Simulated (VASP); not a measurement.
Set up this calculation in VASP 6.6.1, as the native input.

| Property | Result |
| --- | --- |
| Task | single point |
| Functional | LDA |
| Potentials or basis | VASP PAW LDA potentials, release 64 (W_sv) |
| Cutoff | 500 eV |
| k mesh | 16 × 16 × 16 |
| Occupations | fermi-dirac, width 0.08 eV |
| Spin | no spin polarisation |
| Dipole correction | no |
| Further INCAR settings | ALGO = Normal; EDIFF = 1e-06; NBANDS = 13 |

The structure of W lies in POSCAR:

```
W
1.0
    0.0000000000      1.9862677501      1.9862677501
    1.9862677501      0.0000000000      1.9862677501
    1.9862677501      1.9862677501      0.0000000000
W
1
Direct
    0.0000000000      0.0000000000      0.0000000000
```

One way to write it, as run:

INCAR

```
SYSTEM = W
PREC = Accurate ; ENCUT = 500
EDIFF = 1E-6 ; ISMEAR = -1
SIGMA = 0.08 ; LREAL = .FALSE.
LASPH = .TRUE. ; NELM = 120
ALGO = Normal ; ISIF = 2
LWAVE = .FALSE. ; LCHARG = .TRUE.
GGA = CA ; LELF = .TRUE.
LVHAR = .TRUE. ; NBANDS = 13
GGA_COMPAT = .FALSE.
```

KPOINTS

```
Automatic mesh
0
G
  16 16 16
  0 0 0
```

Potentials or basis: VASP PAW LDA potentials, release 64 (W_sv).

The run is started by

```bash
$ cat potpaw_LDA.64/W_sv/POTCAR > POTCAR
$ mpirun -np 1 vasp_std > vasp.out
```

It gave:

The pressure is 1.8 GPa and the band gap on the k mesh is zero (band 7 reaches 14.47 eV, above the bottom of band 8 at 10.36 eV).

Caveat: spin-orbit coupling is left out, which moves the levels of the heavy elements.

Wall time 28 s on 1 thread of AMD EPYC 7R43 64-Core Processor (Zen 3) (shared host), peak memory 0.09 GiB.
